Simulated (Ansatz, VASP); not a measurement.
# LiF: VASP beside Ansatz

The input INCAR:

```
SYSTEM = LiF
  PREC = Accurate
  ENCUT = 520
  EDIFF = 1E-7
  ISMEAR = 0
  SIGMA = 0.02
  LREAL = .False.
  LASPH = .True.
  NELM = 60
  ALGO = Normal
  ISIF = 2
  LWAVE = .False.
  LCHARG = .True.
  GGA = PE
  LELF = .True.
  LVHAR = .True.
  NBANDS = 12
```

File KPOINTS:

```
Automatic mesh
0
Gamma
  10 10 10
  0 0 0
```

POSCAR

```
LiF
1.0
    0.0000000000      2.0741171065      2.0741171065
    2.0741171065      0.0000000000      2.0741171065
    2.0741171065      2.0741171065      0.0000000000
Li F
1 1
Direct
    0.5000000000      0.5000000000      0.5000000000
    0.0000000000      0.0000000000      0.0000000000
```

Input for Ansatz:

```yaml
crystal:
  lattice:
    - [0.0, 2.0741171065, 2.0741171065]
    - [2.0741171065, 0.0, 2.0741171065]
    - [2.0741171065, 2.0741171065, 0.0]
  atoms:
    - { symbol: Li, position: [0.5, 0.5, 0.5] }
    - { symbol: F, position: [0.0, 0.0, 0.0] }
basis:
  ecutwfc: 420
kpoints:
  mp_grid: { grid: [10, 10, 10] }
hamiltonian:
  xc: pbe
scf:
  occupations: { method: gaussian, width: 0.02 }
output:
  forces: true
  stress: true
  eigenvalues: true
```

Alike in both runs: task single point; functional PBE; k mesh 10 × 10 × 10; occupations gaussian, width 0.02 eV; no spin polarisation.

```csv
,VASP,Ansatz
version,VASP 6.6.1,Ansatz 0.2.0
potentials or method,"VASP PAW PBE potentials, release 64 (Li_sv, F), cutoff 520 eV","scalar-relativistic, plane waves, PAW"
valence electrons in the cell,10,10
```

|  | VASP | Ansatz | Ansatz less VASP |
| --- | --- | --- | --- |
| gap on the k mesh at the Fermi level (eV) | 8.34 | 8.35 | +0.002 |
| least direct gap on the mesh (eV) | 8.34 | 8.35 | +0.002 |

Noted on VASP's run: the cutoff is short for stress, so the pressure is rough.
